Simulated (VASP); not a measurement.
# LaC2 (Immm) in VASP: single point with LDA

Aim: the single point of LaC2 with LDA.

Everything below comes from runs of VASP 6.6.1. Logs are shortened: lines on timing, memory, paths and dates and some standing lists are left out, and cuts for length are marked.

**1. The cell of the first run**

The structure is orthorhombic, space group Immm (No. 71). Conventional cell: a = 3.998 Å, b = 4.870 Å, c = 5.441 Å, α = 90.00°, β = 90.00°, γ = 90.00°. Within 3.5 Å of La (site symmetry mmm) lie 8 C at 2.68 to 2.80 Å. Within 1.7 Å of C (site symmetry m2m) lie 1 C at 1.30 Å.

**2. Single point, LDA**

Contents of INCAR:

```
  PREC = Accurate
  ENCUT = 600
  EDIFF = 1E-6
  ISMEAR = -1
  SIGMA = 0.05
  LREAL = F
  LASPH = T
  NELM = 200
  ALGO = Normal
  ISIF = 2
  LWAVE = F
  LCHARG = F
  GGA = CA
  NBANDS = 16
  GGA_COMPAT = F
  LMAXMIX = 6
```

Contents of KPOINTS:

```
Automatic mesh
0
Gamma
  7 7 7
```

Contents of POSCAR:

```
LaC2
1.0
   -1.9991050000      2.4350450000      2.7205650000
    1.9991050000     -2.4350450000      2.7205650000
    1.9991050000      2.4350450000     -2.7205650000
La C
1 2
Direct
    0.0000000000      0.0000000000      0.0000000000
    0.6332200000      0.5000000000      0.1332200000
    0.3667800000      0.5000000000      0.8667800000
```

Potentials or basis: VASP PAW LDA potentials, release 64 (La, C).

Launch:

```sh
cat potpaw_LDA.64/La/POTCAR potpaw_LDA.64/C/POTCAR > POTCAR
mpirun -np 1 vasp_std > vasp.out
```

OUTCAR:

```text
PREC = Accurate
   ENCUT = 600
   EDIFF = 1E-6
   ISMEAR = -1
   LREAL = F
   LASPH = T
   NELM = 200
   ISIF = 2
   GGA = CA

 ion  position               nearest neighbor table
   1  0.000  0.000  0.000-   2 2.68   3 2.68   3 2.68   2 2.68   2 2.80   3 2.80   2 2.80   3 2.80

   2  0.633  0.500  0.133-   3 1.30   1 2.68   1 2.68   1 2.80   1 2.80
   3  0.367  0.500  0.867-   2 1.30   1 2.68   1 2.68   1 2.80   1 2.80

  LATTYP: Found a body centered orthorhombic cell.
 ALAT       =     3.9982100000
 B/A-ratio  =     1.2180675852
 C/A-ratio  =     1.3608914989

  Lattice vectors:

 A1 = (  -1.9991050000,   2.4350450000,   2.7205650000)
 A2 = (   1.9991050000,  -2.4350450000,   2.7205650000)
 A3 = (   1.9991050000,   2.4350450000,  -2.7205650000)

Analysis of symmetry for initial positions (statically):
=====================================================================
 Subroutine PRICEL returns:
 Original cell was already a primitive cell.

 Routine SETGRP: Setting up the symmetry group for a
 body centered orthorhombic supercell.

 Subroutine GETGRP returns: Found  8 space group operations
 (whereof  8 operations were pure point group operations)
 out of a pool of  8 trial point group operations.

The static configuration has the point symmetry D_2h.

Analysis of symmetry for dynamics (positions and initial velocities):
=====================================================================
 Subroutine PRICEL returns:
 Original cell was already a primitive cell.

 Routine SETGRP: Setting up the symmetry group for a
 body centered orthorhombic supercell.

 Subroutine GETGRP returns: Found  8 space group operations
 (whereof  8 operations were pure point group operations)
 out of a pool of  8 trial point group operations.

The dynamic configuration has the point symmetry D_2h.

 Subroutine INISYM returns: Found  8 space group operations
 (whereof  8 operations are pure point group operations),
 and found     1 'primitive' translations

----------------------------------------------------------------------------------------

                                     Primitive cell

  volume of cell :      52.9739

  direct lattice vectors                    reciprocal lattice vectors
    -1.999105000  2.435045000  2.720565000     0.000000000  0.205335014  0.183785353
     1.999105000 -2.435045000  2.720565000     0.250111925  0.000000000  0.183785353
[... 87 lines left out ...]
   EDIFF  = 0.1E-05   stopping-criterion for ELM
   LREAL  =      F    real-space projection
   EDIFFG = 0.1E-04   stopping-criterion for IOM
   NSW    =      0    number of steps for IOM
   IBRION =     -1    ionic relax: 0-MD 1-quasi-New 2-CG
   NFREE  =      0    steps in history (QN), initial steepest desc. (CG)
   ISIF   =      2    stress and relaxation
   ISYM   =      2    0-nonsym 1-usesym 2-fastsym
   POTIM  = 0.5000    time-step for ionic-motion
   TEBEG  =    0.0;   TEEND  =   0.0 temperature during run
   PSTRESS=    0.0 pullay stress
   NELECT =      19.0000    total number of electrons
   NUPDOWN=      -1.0000    fix difference up-down
   EMIN   =  10.00;   EMAX   =-10.00  energy-range for DOS
   EFERMI =   0.00;   METHOD = LEGACY
   ISMEAR =    -1;   SIGMA  =   0.05  broadening in eV -4-tet -1-fermi 0-gaus
   EFERMI_NEDOS =   21; number of points for ismear=-14 and -15
   IALGO  =     38    algorithm
   IMIX   =      4    mixing-type and parameters
     AMIX     =   0.40;   BMIX     =  1.00
     AMIX_MAG =   1.60;   BMIX_MAG =  1.00
  volume/ion in A,a.u.               =      17.66       119.16
  Fermi-wavevector in a.u.,A,eV,Ry     =   1.163158  2.198050 18.407826  1.352937
  Thomas-Fermi vector in A             =   2.299711
   LORBIT       =      0    0 simple, 1 ext, 2 COOP (PROOUT), +10 PAW based schemes
   GGA     = CA    functional components
   LHFCALC =     F    Hartree Fock is set to
   AEXX    =    0.0000 exact exchange contribution
   IVDW    =     0    specifies the selected vdW correction
   LEPSILON=     F    determine dielectric tensor
   LRPA    =     F    only Hartree local field effects (RPA)
 non-spin polarized calculation
  energy-cutoff  :      600.00
  volume of cell :       52.97
 maximum number of plane-waves:      1789
 NGX is ok and might be reduce to    36
   NGX = 17   NGY = 17   NGZ = 17

 number of electron      19.0000001 magnetization

 Free energy of the ion-electron system (eV)
  ---------------------------------------------------
  ext. energy  EPLUGINS =         0.00000000
  ---------------------------------------------------
  free energy    TOTEN  =       -25.88395298 eV

  energy without entropy =      -25.87320630  energy(sigma->0) =      -25.87857964

 E-fermi :   6.9637     XC(G=0): -10.2688

 val. band max:        6.9578853742   @ k =  -0.2857   0.4286   0.1429
 cond. band min:       7.0058732877   @ k =   0.4286  -0.2857   0.1429
 fundamental gap:      0.0479879135
 Fermi energy:         6.9637390563

 k-point     1 :       0.0000    0.0000    0.0000
  band No.  band energies     occupation
      1     -25.5234      2.00000
      2      -9.2187      2.00000
      3      -9.0902      2.00000
      4      -8.9864      2.00000
      5      -7.6582      2.00000
      6       1.7287      2.00000
[... 433 lines left out ...]
      3      -9.3444      2.00000
      4      -9.2805      2.00000
      5      -7.2228      2.00000
      6       1.0540      2.00000
[... 8 lines left out ...]
     15       9.1943      0.00000
     16       9.2234      0.00000

 [... further k-points ...]

------------------------ aborting loop because EDIFF is reached ----------------------------------------

  FORCE on cell =-STRESS in cart. coord.  units (eV):
  Direction    XX          YY          ZZ          XY          YZ          ZX
  --------------------------------------------------------------------------------------
  -------------------------------------------------------------------------------------
  Total       -1.4229683     -2.1248525     -2.0168183      0.0000000      0.0000000      0.0000000
  in kB      -43.0372114    -64.2654671    -60.9980098      0.0000000      0.0000000      0.0000000
  external PRESSURE =     -56.1002294 kB  Pullay stress =       0.0000000 kB

 VOLUME and BASIS-vectors are now :
 -----------------------------------------------------------------------------
  energy-cutoff  :      600.00
  volume of cell :       52.97
      direct lattice vectors                 reciprocal lattice vectors
    -1.999105000  2.435045000  2.720565000     0.000000000  0.205335014  0.183785353
     1.999105000 -2.435045000  2.720565000     0.250111925  0.000000000  0.183785353
     1.999105000  2.435045000 -2.720565000     0.250111925  0.205335014  0.000000000

 POSITION                                       TOTAL-FORCE (eV/Angst)
 -----------------------------------------------------------------------------------
      0.00000      0.00000      0.00000        -0.000000      0.000000     -0.000000
     -0.00000      0.64879      2.72056         0.000000     -0.416874     -0.000000
      1.99911      1.78625      0.00000         0.000000      0.416874      0.000000
 -----------------------------------------------------------------------------------
    total drift:                                0.000000      0.000000     -0.000000

  FREE ENERGIE OF THE ION-ELECTRON SYSTEM (eV)
  ---------------------------------------------------
  free  energy   TOTEN  =       -25.8839529789 eV

  energy  without entropy=      -25.8732062974  energy(sigma->0) =      -25.87857964
```

Run time: 27 s. Hardware: 1 thread of Intel Xeon 6975P-C (Granite Rapids), shared host; peak memory 0.23 GiB.

What came out:

- Free energy: -25.8840 eV
- Pressure: -5.6 GPa
- Largest force: 0.417 eV/Å
- Band gap on the k mesh: zero (an odd number of electrons rules out a gap without spin polarisation)

Forces in eV/Å, atoms in the order of the input:
```
La   0.000  0.000  0.000
C    0.000 -0.417  0.000
C    0.000  0.417  0.000
```

Levels at points of the mesh, in eV from the Fermi level:
```csv
k point,band 5,band 6,band 7,band 8,band 9,band 10,band 11,band 12,band 13,band 14
"(0.00, 0.00, 0.00)",-14.62,-5.24,-4.81,-3.42,-3.12,-1.63,-0.62,1.71,1.76,1.81
```

Caveat: the cell stands under tension; spin-orbit coupling is left out, which moves the levels of the heavy elements.
